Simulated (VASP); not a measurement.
**MgO: single point with LDA**

MgO:

```
CELL_PARAMETERS angstrom
2.94778 0.00000 0.00000
-1.47389 2.55285 0.00000
0.00000 0.00000 2.68858
ATOMIC_POSITIONS crystal
Mg 0.00000 0.00000 0.00000
O 0.33333 0.66667 0.50000
```

| Quantity | Value |
| --- | --- |
| Program | VASP 6.6.1 |
| Task | single point |
| Functional | LDA |
| Potentials or basis | VASP PAW LDA potentials, release 64 (Mg, O) |
| Cutoff | 600 eV |
| k mesh | 12 × 12 × 8 |
| Occupations | gaussian, width 0.01 eV |
| Spin | no spin polarisation |

| Item | Value |
| --- | --- |
| Pressure | -12.3 GPa |
| Band gap on the k mesh | 2.87 eV, indirect (least direct gap 3.28 eV) |

Stress tensor (GPa, compression positive):
```
-11.70   0.00   0.00
  0.00 -11.70   0.00
  0.00   0.00 -13.58
```

Levels at points of the mesh, in eV from the valence-band top:
| k point | band 1 | band 2 | band 3 | band 4 | band 5 | band 6 | band 7 | band 8 | band 9 |
| --- | --- | --- | --- | --- | --- | --- | --- | --- | --- |
| (0.00, 0.00, 0.00) | -17.11 | -0.60 | -0.60 | -0.41 | 2.87 | 11.60 | 15.21 | 15.21 | 19.53 |
| (0.50, 0.00, 0.00) | -16.04 | -4.90 | -1.31 | -0.05 | 6.40 | 10.25 | 12.81 | 17.35 | 18.50 |
| (0.00, 0.00, 0.50) | -16.01 | -5.38 | -0.09 | -0.09 | 8.06 | 8.78 | 17.23 | 17.23 | 18.18 |
| (0.50, 0.00, 0.50) | -15.27 | -3.72 | -3.36 | -0.82 | 5.59 | 11.14 | 13.58 | 14.53 | 14.83 |

Wall time 6.7 s on 1 thread of Intel(R) Xeon(R) 6975P-C (Granite Rapids) (shared host), peak memory 0.15 GiB.

A k mesh can miss the band edges.
